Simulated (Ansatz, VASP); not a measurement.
**One calculation of Nb, two programs**

```
Nb
1.0
    -1.66395    1.66395    1.66395
     1.66395   -1.66395    1.66395
     1.66395    1.66395   -1.66395
Nb
1
Direct
  0.00000 0.00000 0.00000
```

Alike in both runs: task relaxation of cell and atoms; functional PBE; dispersion D3(BJ); k mesh 11 × 11 × 11; occupations fermi-dirac, width 0.05 eV; no spin polarisation.

```csv
,VASP,Ansatz
version,VASP 6.6.1,Ansatz 0.2.0
potentials or method,"VASP PAW PBE potentials, release 64 (Nb_sv), cutoff 500 eV","all-electron LAPW, scalar-relativistic"
```

VASP gave:

```
relaxed volume (Å³/atom)                                     : 17.47
relaxed cell length with the largest relative difference (Å) : 2.831
```

Problem. What did Ansatz give for the same quantities?

Solution. Relaxed volume (Å³/atom): 17.50; relaxed cell length with the largest relative difference (Å): 2.833.

Ansatz ran all-electron here, and VASP with PAW potentials.
